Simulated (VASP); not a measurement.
# WS2 (Cm) in VASP: further runs

The runs below take WS2 through single point, with PBEsol+D3(BJ).

Program: VASP 6.6.1. These are calculated values, not measurements. Logs are shortened: lines on timing, memory, paths and dates and some standing lists are left out, and cuts for length are marked.

## (1) The cell of the first run

It takes space group Cm (No. 8, monoclinic). Conventional cell: a = 5.470 Å, b = 3.158 Å, c = 6.427 Å, α = 90.00°, β = 106.48°, γ = 90.00°. W (site symmetry m) has 6 S at 2.11 to 2.65 Å within 2.8 Å. Within 3.3 Å of S (site symmetry m) lie 3 W at 2.49 to 2.65 Å and 7 S at 3.13 to 3.16 Å. S (site symmetry m) has 3 W at 2.11 to 2.30 Å within 2.8 Å.

## (2) Single point, PBEsol+D3(BJ) (atom 1 (W) moved by (-0.150, -0.300) A along y and z)

Contents of INCAR:

```
SYSTEM = WS2
ALGO = Normal
EDIFF = 1E-6
ENCUT = 520
GGA = PS
ISIF = 2
ISMEAR = 0
IVDW = 12
LASPH = .TRUE.
LCHARG = .FALSE.
LREAL = .FALSE.
LWAVE = .FALSE.
NBANDS = 20
NELM = 100
PREC = Accurate
SIGMA = 0.05
```

Contents of KPOINTS:

```
k-points
0
G
  12 12 12
  0 0 0
```

Contents of POSCAR:

```
WS2
1.0
    1.5790003843      0.9116362969      6.1633300000
   -1.5790003843      0.9116362969      6.1633300000
    0.0000000000     -1.8232725938      6.1633300000
W S
1 2
Direct
   -0.0436482123     -0.0436482123      0.0386214388
    0.7503000000      0.7503000000      0.7503000000
    0.5810000000      0.5810000000      0.5810000000
```

Potentials or basis: VASP PAW PBE potentials, release 64 (W_sv, S).

Launch:

```
$ cat potpaw_PBE.64/W_sv/POTCAR potpaw_PBE.64/S/POTCAR > POTCAR
$ mpirun -np 1 vasp_std > vasp.out
```

OUTCAR:

```text
SYSTEM = WS2
   EDIFF = 1E-6
   ENCUT = 520
   GGA = PS
   ISIF = 2
   ISMEAR = 0
   IVDW = 12
   LASPH = .TRUE.
   LREAL = .FALSE.
   NELM = 100
   PREC = Accurate
 IVDW          = 12

 ion  position               nearest neighbor table
   1  0.956  0.956  0.039-   3 2.11   3 2.30   3 2.30   2 2.49   2 2.65   2 2.65
   2  0.750  0.750  0.750-   1 2.49   1 2.65   1 2.65
   3  0.581  0.581  0.581-   1 2.11   1 2.30   1 2.30

  LATTYP: Found a trigonal (rhomboedric) cell.
 ALAT       =     6.4273602389
 COS(alpha) =     0.8792939096

  Lattice vectors:

 A1 = (   1.5790003843,   0.9116362969,   6.1633300000)
 A2 = (  -1.5790003843,   0.9116362969,   6.1633300000)
 A3 = (   0.0000000000,  -1.8232725938,   6.1633300000)

Analysis of symmetry for initial positions (statically):
=====================================================================
 Subroutine PRICEL returns:
 Original cell was already a primitive cell.

 Routine SETGRP: Setting up the symmetry group for a
 trigonal (rhombohedral) supercell.

 Subroutine GETGRP returns: Found  2 space group operations
 (whereof  2 operations were pure point group operations)
 out of a pool of 12 trial point group operations.

The static configuration has the point symmetry C_1h.

Analysis of symmetry for dynamics (positions and initial velocities):
=====================================================================
 Subroutine PRICEL returns:
 Original cell was already a primitive cell.

 Routine SETGRP: Setting up the symmetry group for a
 trigonal (rhombohedral) supercell.

 Subroutine GETGRP returns: Found  2 space group operations
 (whereof  2 operations were pure point group operations)
 out of a pool of 12 trial point group operations.

The dynamic configuration has the point symmetry C_1h.

 Subroutine INISYM returns: Found  2 space group operations
 (whereof  2 operations are pure point group operations),
 and found     1 'primitive' translations

----------------------------------------------------------------------------------------

                                     Primitive cell

  volume of cell :      53.2317

  direct lattice vectors                    reciprocal lattice vectors
     1.579000384  0.911636297  6.163330000     0.316656034  0.182821447  0.054083318
    -1.579000384  0.911636297  6.163330000    -0.316656034  0.182821447  0.054083318
     0.000000000 -1.823272594  6.163330000     0.000000000 -0.365642893  0.054083318

  length of vectors
     6.427360239  6.427360239  6.427360239     0.369621064  0.369621064  0.369621064

  position of ions in fractional coordinates (direct lattice)
     0.956351788  0.956351788  0.038621439
     0.750300000  0.750300000  0.750300000
     0.581000000  0.581000000  0.581000000

  ion indices of the primitive-cell ions
   primitive index   ion index
                 1           1
                 2           2
                 3           3

----------------------------------------------------------------------------------------

 KPOINTS: k-points

Automatic generation of k-mesh.
 Grid dimensions read from file:
 generate k-points for:   12   12   12

 Generating k-lattice:

  Cartesian coordinates                     Fractional coordinates (reciprocal lattice)
     0.026388003  0.015235121  0.004506943     0.083333333  0.000000000  0.000000000
    -0.026388003  0.015235121  0.004506943     0.000000000  0.083333333  0.000000000
     0.000000000 -0.030470241  0.004506943     0.000000000  0.000000000  0.083333333

  Length of vectors
     0.030801755  0.030801755  0.030801755

  Shift w.r.t. Gamma in fractional coordinates (k-lattice)
     0.000000000  0.000000000  0.000000000

 Subroutine IBZKPT returns following result:
 ===========================================

 Found    476 irreducible k-points:

 Following reciprocal coordinates:
            Coordinates               Weight
  0.000000  0.000000  0.000000      1.000000
  0.083333  0.000000  0.000000      4.000000
  0.000000  0.000000  0.083333      2.000000
  0.166667  0.000000  0.000000      4.000000
 -0.000000 -0.000000  0.166667      2.000000
  0.250000  0.000000  0.000000      4.000000
[... 16 lines left out ...]
 -0.333333 -0.000000 -0.083333      4.000000
  0.083333  0.000000  0.333333      4.000000
 [... further k-points ...]
   k-points           NKPTS =    476   k-points in BZ     NKDIM =    476   number of bands    NBANDS=     20
   number of dos      NEDOS =    301   number of ions     NIONS =      3
   total plane-waves  NPLWV = 110592
   dimension x,y,z NGX =    48 NGY =   48 NGZ =   48
   dimension x,y,z NGXF=    96 NGYF=   96 NGZF=   96
   ions per type =               1   2
   NGX,Y,Z   is equivalent  to a cutoff of  12.42, 12.42, 12.42 a.u.
   NGXF,Y,Z  is equivalent  to a cutoff of  24.83, 24.83, 24.83 a.u.
 SYSTEM =  WS2
   PREC   = accura    normal or accurate (medium, high low for compatibility)
   ISTART =      0    job   : 0-new  1-cont  2-samecut
   ICHARG =      2    charge: 1-file 2-atom 10-const
   ISPIN  =      1    spin polarized calculation?
   LNONCOLLINEAR =      F non collinear calculations
   LSORBIT =      F    spin-orbit coupling
   LASPH  =      T    aspherical Exc in radial PAW
   ENCUT  =  520.0 eV  38.22 Ry    6.18 a.u.  11.95 11.95 11.95*2*pi/ulx,y,z
   NELM   =    100;   NELMIN=  2; NELMDL= -5     # of ELM steps
   EDIFF  = 0.1E-05   stopping-criterion for ELM
   LREAL  =      F    real-space projection
   EDIFFG = 0.1E-04   stopping-criterion for IOM
   NSW    =      0    number of steps for IOM
   IBRION =     -1    ionic relax: 0-MD 1-quasi-New 2-CG
   NFREE  =      0    steps in history (QN), initial steepest desc. (CG)
   ISIF   =      2    stress and relaxation
   ISYM   =      2    0-nonsym 1-usesym 2-fastsym
   POTIM  = 0.5000    time-step for ionic-motion
   TEBEG  =    0.0;   TEEND  =   0.0 temperature during run
   PSTRESS=    0.0 pullay stress
   NELECT =      26.0000    total number of electrons
   NUPDOWN=      -1.0000    fix difference up-down
   EMIN   =  10.00;   EMAX   =-10.00  energy-range for DOS
   EFERMI =   0.00;   METHOD = LEGACY
   ISMEAR =     0;   SIGMA  =   0.05  broadening in eV -4-tet -1-fermi 0-gaus
   EFERMI_NEDOS =   21; number of points for ismear=-14 and -15
   IALGO  =     38    algorithm
   IMIX   =      4    mixing-type and parameters
     AMIX     =   0.40;   BMIX     =  1.00
     AMIX_MAG =   1.60;   BMIX_MAG =  1.00
  volume/ion in A,a.u.               =      17.74       119.74
  Fermi-wavevector in a.u.,A,eV,Ry     =   1.289266  2.436359 22.615688  1.662206
  Thomas-Fermi vector in A             =   2.421169
   LORBIT       =      0    0 simple, 1 ext, 2 COOP (PROOUT), +10 PAW based schemes
   GGA     = PS    functional components
   LHFCALC =     F    Hartree Fock is set to
   AEXX    =    0.0000 exact exchange contribution
   IVDW    =    12    specifies the selected vdW correction
   LEPSILON=     F    determine dielectric tensor
   LRPA    =     F    only Hartree local field effects (RPA)
 non-spin polarized calculation
 Gauss-broadening in eV      SIGMA  =   0.05
  energy-cutoff  :      520.00
  volume of cell :       53.23
 maximum number of plane-waves:      1450
   NGX = 23   NGY = 23   NGZ = 23

 number of electron      26.0000000 magnetization

 Free energy of the ion-electron system (eV)
  ---------------------------------------------------
  ext. energy  EPLUGINS =         0.00000000
  ---------------------------------------------------
  free energy    TOTEN  =       -23.72582039 eV

  energy without entropy =      -23.72563619  energy(sigma->0) =      -23.72572829

 E-fermi :   7.7679     XC(G=0): -11.1061

 val. band max:        7.7490111161   @ k =   0.1667   0.1667   0.1667
 cond. band min:       7.7883962369   @ k =  -0.1667   0.0833   0.0000
 fundamental gap:      0.0393851208
 Fermi energy:         7.7679219677

 k-point     1 :       0.0000    0.0000    0.0000
  band No.  band energies     occupation
      1     -67.1720      2.00000
      2     -31.5322      2.00000
      3     -31.3482      2.00000
      4     -31.2748      2.00000
      5      -8.4457      2.00000
      6      -6.1725      2.00000
[... 12 lines left out ...]
     19      15.1703      0.00000
     20      15.3198      0.00000

 k-point     2 :       0.0833    0.0000    0.0000
  band No.  band energies     occupation
      1     -67.1706      2.00000
      2     -31.5295      2.00000
      3     -31.3594      2.00000
      4     -31.2941      2.00000
      5      -8.3328      2.00000
      6      -6.1248      2.00000
[... 12 lines left out ...]
     19      15.2831      0.00000
     20      15.7580      0.00000

 k-point     3 :       0.0000    0.0000    0.0833
  band No.  band energies     occupation
      1     -67.1706      2.00000
      2     -31.5308      2.00000
      3     -31.3724      2.00000
      4     -31.2811      2.00000
      5      -8.3259      2.00000
      6      -6.1341      2.00000
[... 12 lines left out ...]
     19      15.4390      0.00000
     20      15.8905      0.00000

 k-point     4 :       0.1667    0.0000    0.0000
  band No.  band energies     occupation
      1     -67.1670      2.00000
      2     -31.5251      2.00000
      3     -31.4011      2.00000
      4     -31.3323      2.00000
      5      -8.0161      2.00000
      6      -5.9858      2.00000
[... 12 lines left out ...]
     19      15.4645      0.00000
     20      16.3890      0.00000

 k-point     5 :      -0.0000   -0.0000    0.1667
  band No.  band energies     occupation
      1     -67.1669      2.00000
      2     -31.5366      2.00000
      3     -31.4280      2.00000
      4     -31.2981      2.00000
      5      -7.9897      2.00000
      6      -6.0216      2.00000
[... 12 lines left out ...]
     19      15.7726      0.00000
     20      16.6191      0.00000
[... 353 lines left out ...]
      6      -5.9154      2.00000
[... 12 lines left out ...]
     19      15.7943      0.00000
     20      16.5933      0.00000

 k-point    22 :       0.3333    0.0833   -0.0000
  band No.  band energies     occupation
      1     -67.1590      2.00000
      2     -31.5933      2.00000
      3     -31.4612      2.00000
      4     -31.3719      2.00000
      5      -7.2397      2.00000
      6      -5.6395      2.00000
[... 12 lines left out ...]
     19      15.2308      0.00000
     20      15.6636      0.00000

 k-point    23 :      -0.3333   -0.0000   -0.0833
  band No.  band energies     occupation
      1     -67.1591      2.00000
      2     -31.5547      2.00000
      3     -31.4766      2.00000
      4     -31.3914      2.00000
      5      -7.2580      2.00000
      6      -5.6003      2.00000
[... 12 lines left out ...]
     19      15.0908      0.00000
     20      15.7797      0.00000

 k-point    24 :       0.0833    0.0000    0.3333
  band No.  band energies     occupation
      1     -67.1588      2.00000
      2     -31.6339      2.00000
      3     -31.4537      2.00000
      4     -31.3458      2.00000
      5      -7.1983      2.00000
      6      -5.6911      2.00000
[... 12 lines left out ...]
     19      15.0897      0.00000
     20      15.6468      0.00000

 [... further k-points ...]

------------------------ aborting loop because EDIFF is reached ----------------------------------------

 Edisp (eV)   -1.15354

 E8    (eV) :    -0.7476

  FORCE on cell =-STRESS in cart. coord.  units (eV):
  Direction    XX          YY          ZZ          XY          YZ          ZX
  --------------------------------------------------------------------------------------
  -------------------------------------------------------------------------------------
  Total       0.05129     4.18326     1.14702     0.00000     2.92522     0.00000
  in kB       1.54380   125.90833    34.52312     0.00000    88.04370     0.00000
  external pressure =       53.99 kB  Pullay stress =        0.00 kB

 VOLUME and BASIS-vectors are now :
 -----------------------------------------------------------------------------
  energy-cutoff  :      520.00
  volume of cell :       53.23
      direct lattice vectors                 reciprocal lattice vectors
     1.579000384  0.911636297  6.163330000     0.316656034  0.182821447  0.054083318
    -1.579000384  0.911636297  6.163330000    -0.316656034  0.182821447  0.054083318
     0.000000000 -1.823272594  6.163330000     0.000000000 -0.365642893  0.054083318

 POSITION                                       TOTAL-FORCE (eV/Angst)
 -----------------------------------------------------------------------------------
      0.00000      1.67327     12.02666         0.000000      3.989099      8.801506
      0.00000      0.00000     13.87304         0.000000     -0.688470     -2.844195
      0.00000      0.00000     10.74268         0.000000     -3.300629     -5.957311
 -----------------------------------------------------------------------------------
    total drift:                                0.000000      0.000057      0.000125

  FREE ENERGIE OF THE ION-ELECTRON SYSTEM (eV)
  ---------------------------------------------------
  free  energy   TOTEN  =       -24.8793612381 eV

  energy  without entropy=      -24.8791770373  energy(sigma->0) =      -24.87926914
```

It took 19 min on 1 thread of Intel Xeon Platinum 8488C (Sapphire Rapids), shared host; peak memory 0.67 GiB.

Results:

```
Free energy                : -24.8794 eV
Pressure                   : 5.4 GPa
Largest force              : 9.663 eV/Å
Band gap on the k mesh     : zero (bands 13 and 14 overlap by 0.25 eV)
Dispersion energy per atom : -0.385 eV
```

Forces in eV/Å, atoms in the order of the input:
```
W    0.000  3.989  8.802
S    0.000 -0.688 -2.844
S    0.000 -3.301 -5.957
```

Caveat: the cell differs from its parent crystal (atom 1 (W) moved by (-0.150, -0.300) A along y and z); the stress differs along the axes, from 0 to 13 GPa; the PAW data sets were made with another functional, which shifts forces and pressure a little; spin-orbit coupling is left out, which moves the levels of the heavy elements.

## (3) Single point, PBEsol+D3(BJ) (atom 1 (W) moved by (-0.150, +0.300) A along y and z)

Contents of INCAR:

```
SYSTEM = WS2
PREC = Accurate
ENCUT = 520
EDIFF = 1E-7
ISMEAR = 0
SIGMA = 0.05
LREAL = .FALSE.
LASPH = .TRUE.
NELM = 80
ALGO = Normal
ISIF = 2
LWAVE = .FALSE.
LCHARG = .FALSE.
GGA = PS
IVDW = 12
NBANDS = 20
```

Contents of KPOINTS:

```
Automatic mesh
0
G
  12 12 12
  0 0 0
```

POSCAR: that of step 2 with these lines changed.

```diff
@@ -8,3 +8,3 @@
 Direct
-   -0.0436482123     -0.0436482123      0.0386214388
+   -0.0111982218     -0.0111982218      0.0710714293
     0.7503000000      0.7503000000      0.7503000000
```

Potentials or basis: VASP PAW PBE potentials, release 64 (W_sv, S).

Launch:

```
$ cat potpaw_PBE.64/W_sv/POTCAR potpaw_PBE.64/S/POTCAR > POTCAR
$ mpirun -np 1 vasp_std > vasp.out
```

OUTCAR:

```text
SYSTEM = WS2
   PREC = Accurate
   ENCUT = 520
   EDIFF = 1E-7
   ISMEAR = 0
   LREAL = .FALSE.
   LASPH = .TRUE.
   NELM = 80
   ISIF = 2
   GGA = PS
   IVDW = 12
 IVDW          = 12

 ion  position               nearest neighbor table
   1  0.989  0.989  0.071-   2 2.09   2 2.27   2 2.27   3 2.52   3 2.68   3 2.68
   2  0.750  0.750  0.750-   1 2.09   1 2.27   1 2.27
   3  0.581  0.581  0.581-   1 2.52   1 2.68   1 2.68

  LATTYP: Found a trigonal (rhomboedric) cell.
 ALAT       =     6.4273602389
 COS(alpha) =     0.8792939096

  Lattice vectors:

 A1 = (   1.5790003843,   0.9116362969,   6.1633300000)
 A2 = (  -1.5790003843,   0.9116362969,   6.1633300000)
 A3 = (   0.0000000000,  -1.8232725938,   6.1633300000)

Analysis of symmetry for initial positions (statically):
=====================================================================
 Subroutine PRICEL returns:
 Original cell was already a primitive cell.

 Routine SETGRP: Setting up the symmetry group for a
 trigonal (rhombohedral) supercell.

 Subroutine GETGRP returns: Found  2 space group operations
[... 164 lines left out ...]

  energy without entropy =      -23.38777817  energy(sigma->0) =      -23.38817964

 E-fermi :   7.7930     XC(G=0): -11.1078

 val. band max:        7.7902832133   @ k =  -0.2500  -0.1667  -0.2500
 cond. band min:       7.7974968581   @ k =  -0.1667   0.0833   0.0833
 fundamental gap:      0.0072136448
 Fermi energy:         7.7929929254

 k-point     1 :       0.0000    0.0000    0.0000
  band No.  band energies     occupation
      1     -67.1575      2.00000
      2     -31.5410      2.00000
      3     -31.3543      2.00000
      4     -31.2655      2.00000
      5      -8.5055      2.00000
      6      -6.1491      2.00000
[... 541 lines left out ...]
     19      15.0673      0.00000
     20      15.6823      0.00000

 [... further k-points ...]

------------------------ aborting loop because EDIFF is reached ----------------------------------------

 Edisp (eV)   -1.15316

 E8    (eV) :    -0.7472

  FORCE on cell =-STRESS in cart. coord.  units (eV):
  Direction    XX          YY          ZZ          XY          YZ          ZX
  --------------------------------------------------------------------------------------
  -------------------------------------------------------------------------------------
  Total       0.64742     5.41801     1.28393     0.00000    -3.35909     0.00000
  in kB      19.48630   163.07219    38.64396     0.00000  -101.10253     0.00000
  external pressure =       73.73 kB  Pullay stress =        0.00 kB

 VOLUME and BASIS-vectors are now :
 -----------------------------------------------------------------------------
  energy-cutoff  :      520.00
  volume of cell :       53.23
      direct lattice vectors                 reciprocal lattice vectors
     1.579000384  0.911636297  6.163330000     0.316656034  0.182821447  0.054083318
    -1.579000384  0.911636297  6.163330000    -0.316656034  0.182821447  0.054083318
     0.000000000 -1.823272594  6.163330000     0.000000000 -0.365642893  0.054083318

 POSITION                                       TOTAL-FORCE (eV/Angst)
 -----------------------------------------------------------------------------------
      0.00000      1.67327     12.62666         0.000000      4.199439     -9.470276
      0.00000      0.00000     13.87304         0.000000     -3.590750      6.594719
      0.00000      0.00000     10.74268         0.000000     -0.608689      2.875558
 -----------------------------------------------------------------------------------
    total drift:                                0.000000      0.000016      0.000005

  FREE ENERGIE OF THE ION-ELECTRON SYSTEM (eV)
  ---------------------------------------------------
  free  energy   TOTEN  =       -24.5417384518 eV

  energy  without entropy=      -24.5409355083  energy(sigma->0) =      -24.54133698
```

stdout:

```text
POSCAR found type information on POSCAR W S
 POSCAR found :  2 types and       3 ions
 scaLAPACK will be used
 -----------------------------------------------------------------------------
|                                                                             |
|                                                                             |
|     You enforced a specific xc type in the INCAR file but a different       |
|     I HOPE YOU KNOW WHAT YOU ARE DOING!                                     |
|                                                                             |
 -----------------------------------------------------------------------------

 LDA part: xc-table for (Slater+PW92), standard interpolation
 POSCAR, INCAR and KPOINTS ok, starting setup
 FFT: planning ... GRIDC
 FFT: planning ... GRID_SOFT
 FFT: planning ... GRID
 WAVECAR not read
 entering main loop
```

Run time: 20 min. Hardware: 1 thread of Intel Xeon Platinum 8488C (Sapphire Rapids), shared host; peak memory 0.67 GiB.

Results:

| Item | Value |
| --- | --- |
| Free energy | -24.5417 eV |
| Pressure | 7.4 GPa |
| Largest force | 10.360 eV/Å |
| Band gap on the k mesh | zero (bands 13 and 14 overlap by 0.46 eV) |
| Dispersion energy per atom | -0.384 eV |

Forces on the atoms (eV/Å):
```
W    0.000  4.199 -9.470
S    0.000 -3.591  6.595
S    0.000 -0.609  2.876
```

Stress tensor (GPa, compression positive):
```
  1.95   0.00   0.00
  0.00  16.31 -10.11
  0.00 -10.11   3.86
```

Caveat: the cell differs from its parent crystal (atom 1 (W) moved by (-0.150, +0.300) A along y and z); the stress differs along the axes, from 2 to 16 GPa; the PAW data sets were made with another functional, which shifts forces and pressure a little; spin-orbit coupling is left out, which moves the levels of the heavy elements.

(Part 1 of 2 ends here.)

The gap in the log of VASP goes by the Fermi energy; the results here count the filled bands.